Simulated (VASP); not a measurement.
Runs of VASP 6.6.1 on Al17N15 (a cell with a defect). The structure is that of space group Cm (No. 8), or close to it. The cells are those of the table. 

| level | potentials or basis | k mesh | cutoff (eV) | gap on the mesh (eV) | pressure (GPa) | largest force (eV/Å) |
| --- | --- | --- | --- | --- | --- | --- |
| PBE | VASP PAW PBE potentials, release 64 (Al, N) | 1 × 1 × 1, shifted | 520 | 0.50 | (b) | 0.48 |
| LDA | VASP PAW LDA potentials, release 64 (Al, N) | 1 × 1 × 1, shifted | 520 | 0.48 | 1.7 | 0.50 |
| PBE | VASP PAW PBE potentials, release 64 (Al, N) | 1 × 1 × 1 | 520 | - | (a) | 2.57 |
| r2SCAN | VASP PAW PBE potentials, release 64 (Al, N) | 1 × 1 × 1, shifted | 580 | 0.63 | 4.9 | 0.56 |

Alike in all rows: task single point; no spin polarisation; cell a = 6.260, b = 6.260, c = 10.036 Å, angles 90.0, 90.0, 120.0°, 32 atoms; smearing fermi-dirac 0.01 eV.

Question: Fill in the values left out.

Answer: (a) 10.3; (b) 9.2.

Caveats: all runs use coarse meshes; semilocal functionals underestimate gaps, and a narrow one can read as zero (at least some runs); the PAW data sets were made with another functional, which shifts forces and pressure a little (at least some runs).

A k mesh can miss the band edges.
